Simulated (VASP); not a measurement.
## Ge: single point with LDA

The system is Ge.

```
Ge
1.0
    -0.06295    2.09836    2.09836
     2.09836   -0.06295    2.09836
     2.03541    2.03541    0.00000
Ge
1
Direct
  0.00000 0.00000 0.00000
```

This cell differs from its parent crystal: strain -0.0600 x Voigt [0, 0, 0, 0, 0, 1].

```yaml
Program: VASP 6.6.1
Task: single point
Functional: LDA
Potentials_or_basis: VASP PAW LDA potentials, release 64 (Ge_d)
Cutoff: 520 eV
k_mesh: 20 × 20 × 20
Occupations: gaussian, width 0.15 eV
Spin: no spin polarisation
Dipole_correction: no
Further_INCAR_settings: ALGO = Normal; EDIFF = 1e-06; NBANDS = 13
```

| Quantity | Value |
| --- | --- |
| Pressure | -1.0 GPa |
| Band gap on the k mesh | zero (band 7 reaches 15.12 eV, above the bottom of band 8 at 4.30 eV) |

Stress tensor (GPa, compression positive):
```
-1.06  1.09  0.00
 1.09 -1.06  0.00
 0.00  0.00 -0.87
```

Levels at points of the mesh, in eV from the Fermi level:
| k point | band 4 | band 5 | band 6 | band 7 | band 8 | band 9 | band 10 | band 11 |
| --- | --- | --- | --- | --- | --- | --- | --- | --- |
| (0.00, 0.00, 0.00) | -24.84 | -24.84 | -13.45 | 8.24 | 8.84 | 9.78 | 13.28 | 13.92 |
| (0.50, 0.00, 0.00) | -24.80 | -24.78 | -8.42 | -5.81 | 7.06 | 7.52 | 12.45 | 13.20 |
| (0.50, 0.50, 0.00) | -24.78 | -24.77 | -5.73 | -4.44 | 1.69 | 3.53 | 5.78 | 7.57 |
| (0.00, 0.00, 0.50) | -24.79 | -24.78 | -7.69 | -5.62 | 6.33 | 6.62 | 11.80 | 12.08 |
| (0.50, 0.00, 0.50) | -24.78 | -24.77 | -5.67 | -4.44 | 2.58 | 2.59 | 6.50 | 6.78 |

It took 98 s on 1 thread of Intel(R) Xeon(R) Platinum 8259CL CPU @ 2.50GHz (Skylake/Cascade Lake), on a shared host, peak memory 0.35 GiB.

Caveat: the cell differs from its parent crystal (strain -0.0600 x Voigt [0, 0, 0, 0, 0, 1]).
